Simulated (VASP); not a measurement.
# V in VASP: single point with PBE

Aim: the single point of V with PBE.

Everything below comes from runs of VASP 6.6.1. Logs are shortened: lines on timing, memory, paths and dates and some standing lists are left out, and cuts for length are marked.

### 1 The cell of the first run

The typed cell holds 3 atoms: a = 3.375 Å, b = 3.375 Å, c = 4.104 Å, α = 89.99°, β = 89.99°, γ = 89.89°.

### 2 Single point, PBE, collinear spin, ferromagnetic start

INCAR

```
ALGO = Normal ; EDIFF = 1E-6
ENCUT = 520 ; GGA = PE
ISIF = 2 ; ISMEAR = 0
ISPIN = 2 ; LASPH = True
LCHARG = False ; LMAXMIX = 4
LORBIT = 11 ; LREAL = False
LWAVE = False ; MAGMOM = 2 2 2
NBANDS = 30 ; NELM = 150
PREC = Accurate ; SIGMA = 0.1
```

KPOINTS

```
k-points
0
Gamma
  6 6 4
```

POSCAR

```
V
1.0
    2.3882854895     -2.3838893355      0.0392595201
    2.3882854895      2.3838893355      0.0392595201
   -0.0668288334      0.0000000000      4.1037832323
V
3
Direct
   -0.0081630184      0.4918344538      0.8227976016
    0.4918344538     -0.0081630184      0.8227976016
    0.9917785646      0.9917785646      0.3228047968
```

Potentials or basis: VASP PAW PBE potentials, release 64 (V_sv).

On the command line:

```sh
> cat potpaw_PBE.64/V_sv/POTCAR > POTCAR
> mpirun -np 1 vasp_std > vasp.out
```

OUTCAR:

```text
EDIFF = 1E-6
   ENCUT = 520
   GGA = PE
   ISIF = 2
   ISMEAR = 0
   ISPIN = 2
   LASPH = True
   LORBIT = 11
   LREAL = False
   NELM = 150
   PREC = Accurate

 ion  position               nearest neighbor table
   1  0.992  0.492  0.823-   2 2.38   2 2.38   2 2.39   2 2.39   3 2.66   3 2.66   3 2.66   3 2.66

   2  0.492  0.992  0.823-   1 2.38   1 2.38   1 2.39   1 2.39   3 2.66   3 2.66   3 2.66   3 2.66

   3  0.992  0.992  0.323-   1 2.66   2 2.66   2 2.66   1 2.66   1 2.66   2 2.66   1 2.66   2 2.66

  LATTYP: Found a base centered monoclinic cell.
 ALAT       =     4.7772162979
 B/A-ratio  =     0.9980244506
 C/A-ratio  =     0.8591462232
 COS(beta)  =    -0.0001536397

  Lattice vectors:

 A1 = (  -2.3882854895,   2.3838893355,  -0.0392595201)
 A2 = (  -2.3882854895,  -2.3838893355,  -0.0392595201)
 A3 = (  -0.0668288334,   0.0000000000,   4.1037832323)

Analysis of symmetry for initial positions (statically):
=====================================================================
 Subroutine PRICEL returns:
 Original cell was already a primitive cell.

 Routine SETGRP: Setting up the symmetry group for a
 base centered monoclinic supercell.

 Subroutine GETGRP returns: Found  2 space group operations
 (whereof  2 operations were pure point group operations)
 out of a pool of  4 trial point group operations.

The static configuration has the point symmetry C_1h.

Analysis of symmetry for dynamics (positions and initial velocities):
=====================================================================
 Subroutine PRICEL returns:
 Original cell was already a primitive cell.

 Routine SETGRP: Setting up the symmetry group for a
 base centered monoclinic supercell.

 Subroutine GETGRP returns: Found  2 space group operations
 (whereof  2 operations were pure point group operations)
 out of a pool of  4 trial point group operations.

The dynamic configuration has the point symmetry C_1h.

Analysis of structural, dynamic, and magnetic symmetry:
=====================================================================
 Subroutine PRICEL returns:
 Original cell was already a primitive cell.

 Routine SETGRP: Setting up the symmetry group for a
 base centered monoclinic supercell.

 Subroutine GETGRP returns: Found  2 space group operations
 (whereof  2 operations were pure point group operations)
 out of a pool of  4 trial point group operations.

The overall configuration has the point symmetry C_1h.

 Subroutine INISYM returns: Found  2 space group operations
[... 119 lines left out ...]
     AMIX_MAG =   1.60;   BMIX_MAG =  1.00
  volume/ion in A,a.u.               =      15.58       105.14
  Fermi-wavevector in a.u.,A,eV,Ry     =   1.541211  2.912466 32.318336  2.375331
  Thomas-Fermi vector in A             =   2.647189
   LORBIT       =     11    0 simple, 1 ext, 2 COOP (PROOUT), +10 PAW based schemes
   GGA     = PE    functional components
   LHFCALC =     F    Hartree Fock is set to
   AEXX    =    0.0000 exact exchange contribution
   IVDW    =     0    specifies the selected vdW correction
   LEPSILON=     F    determine dielectric tensor
   LRPA    =     F    only Hartree local field effects (RPA)
 spin polarized calculation
 Gauss-broadening in eV      SIGMA  =   0.10
  energy-cutoff  :      520.00
  volume of cell :       46.74
 maximum number of plane-waves:      1276
 NGX is ok and might be reduce to    28
   NGX = 13   NGY = 13   NGZ = 15

 number of electron      39.0000003 magnetization      -0.0009312

 number of electron      39.0000003 magnetization       0.0002244

 Free energy of the ion-electron system (eV)
  ---------------------------------------------------
  ext. energy  EPLUGINS =         0.00000000
  ---------------------------------------------------
  free energy    TOTEN  =       -24.48994066 eV

  energy without entropy =      -24.47637113  energy(sigma->0) =      -24.48315590

 E-fermi :   8.0872     XC(G=0): -11.9293

 val. band max:        8.0794089203   @ k =   0.5000   0.3333   0.0000
 cond. band min:       8.1011102788   @ k =   0.5000   0.5000   0.0000
 fundamental gap:      0.0217013585
 Fermi energy:         8.0872197563

 spin component 1

 k-point     1 :       0.0000    0.0000    0.0000
  band No.  band energies     occupation
      1     -55.8955      1.00000
      2     -55.5852      1.00000
      3     -55.1997      1.00000
      4     -29.9650      1.00000
      5     -29.9571      1.00000
      6     -29.9319      1.00000
[... 781 lines left out ...]
     29      12.1913      0.00000
     30      15.3283      0.00000

 [... further k-points ...]

 spin component 2

 k-point     1 :       0.0000    0.0000    0.0000
  band No.  band energies     occupation
      1     -55.8962      1.00000
      2     -55.5848      1.00000
      3     -55.1992      1.00000
      4     -29.9649      1.00000
      5     -29.9571      1.00000
      6     -29.9323      1.00000
[... 781 lines left out ...]
     29      12.1913      0.00000
     30      15.3283      0.00000

 [... further k-points ...]
[... 5 lines left out ...]
  --------------------------------------------------------------------------------------
  -------------------------------------------------------------------------------------
  Total        0.1109871      0.1966411      0.0236986      0.0000000      0.0000000      0.0007585
  in kB        3.8043474      6.7403409      0.8123262      0.0000000      0.0000000      0.0260010
  external PRESSURE =       3.7856715 kB  Pullay stress =       0.0000000 kB

 VOLUME and BASIS-vectors are now :
 -----------------------------------------------------------------------------
  energy-cutoff  :      520.00
  volume of cell :       46.74
      direct lattice vectors                 reciprocal lattice vectors
     2.388285489 -2.383889336  0.039259520     0.209299178 -0.209741280  0.003408372
     2.388285489  2.383889336  0.039259520     0.209299178  0.209741280  0.003408372
    -0.066828833  0.000000000  4.103783232    -0.004004590  0.000000000  0.243612375

 POSITION                                       TOTAL-FORCE (eV/Angst)
 -----------------------------------------------------------------------------------
      3.48844     -1.19195      3.43483        -0.000393      0.000123      0.000041
      3.48844      1.19195      3.43483        -0.000393     -0.000123      0.000041
      4.71573      0.00000      1.40259         0.000785     -0.000000     -0.000082
 -----------------------------------------------------------------------------------
    total drift:                               -0.000095     -0.000000      0.000917

  FREE ENERGIE OF THE ION-ELECTRON SYSTEM (eV)
  ---------------------------------------------------
  free  energy   TOTEN  =       -24.4899406557 eV

  energy  without entropy=      -24.4763711350  energy(sigma->0) =      -24.48315590

 total charge

# of ion       s       p       d       tot
------------------------------------------
    1        2.380   6.176   3.262  11.819
    2        2.380   6.176   3.262  11.819
    3        2.315   6.153   3.029  11.497
--------------------------------------------------
tot          7.076  18.506   9.554  35.135

 magnetization (x)

# of ion       s       p       d       tot
------------------------------------------
    1        0.000   0.000   0.000   0.000
    2        0.000   0.000   0.000   0.000
    3       -0.000  -0.000  -0.001  -0.001
--------------------------------------------------
tot          0.000   0.000   0.000   0.000
```

OSZICAR:

```text
N       E                     dE             d eps       ncg     rms          rms(c)
DAV:   1     0.555373779439E+03    0.55537E+03   -0.23162E+04  5640   0.148E+03
DAV:   2    -0.726132544491E+01   -0.56264E+03   -0.54980E+03  5748   0.510E+02
DAV:   3    -0.259097811467E+02   -0.18648E+02   -0.18136E+02  6294   0.113E+02
DAV:   4    -0.261482961721E+02   -0.23852E+00   -0.23806E+00  5966   0.131E+01
DAV:   5    -0.261513902198E+02   -0.30940E-02   -0.30936E-02  6312   0.152E+00    0.317E+01
DAV:   6    -0.300049323614E+02   -0.38535E+01   -0.37512E+01  6080   0.415E+01    0.308E+01
DAV:   7    -0.269867925271E+02    0.30181E+01   -0.10118E+02  6662   0.421E+01    0.151E+01
DAV:   8    -0.247688417456E+02    0.22180E+01   -0.41502E+00  6368   0.137E+01    0.775E+00
DAV:   9    -0.245311201087E+02    0.23772E+00   -0.44887E-01  5966   0.505E+00    0.335E+00
DAV:  10    -0.244868753345E+02    0.44245E-01   -0.19520E-01  6122   0.340E+00    0.101E+00
DAV:  11    -0.244892218055E+02   -0.23465E-02   -0.11511E-02  5838   0.834E-01    0.471E-01
DAV:  12    -0.244899901509E+02   -0.76835E-03   -0.23640E-03  6396   0.391E-01    0.163E-01
DAV:  13    -0.244899284590E+02    0.61692E-04   -0.58653E-04  6028   0.190E-01    0.506E-02
DAV:  14    -0.244899356740E+02   -0.72150E-05   -0.14887E-04  6292   0.722E-02    0.376E-02
DAV:  15    -0.244899372226E+02   -0.15486E-05   -0.42453E-05  6078   0.481E-02    0.116E-02
DAV:  16    -0.244899393707E+02   -0.21481E-05   -0.88333E-06  5532   0.176E-02    0.766E-03
DAV:  17    -0.244899403815E+02   -0.10107E-05   -0.11841E-05  5394   0.178E-02    0.373E-03
DAV:  18    -0.244899406557E+02   -0.27422E-06   -0.19726E-06  3224   0.719E-03
   1 F= -.24489941E+02 E0= -.24483156E+02  d E =-.135695E-01  mag=    -0.0000
```

stdout:

```text
POSCAR found type information on POSCAR V
 POSCAR found :  1 types and       3 ions
 scaLAPACK will be used
 LDA part: xc-table for (Slater+PW92), standard interpolation
 POSCAR, INCAR and KPOINTS ok, starting setup
 FFT: planning ... GRIDC
 FFT: planning ... GRID_SOFT
 FFT: planning ... GRID
 WAVECAR not read
 entering main loop
```

Run time: 3.1 min. Hardware: 1 thread of AMD EPYC 7R43 (Zen 3), shared host; peak memory 0.19 GiB.

What came out:

```yaml
Free_energy: -24.4899 eV
Pressure: 0.4 GPa
Net_moment: 0.00 μB per cell
Valence_electrons_inside_the_program's_atomic_spheres: V 11.82, 11.50
```

Caveat: the k points lie up to 0.38 Å⁻¹ apart.
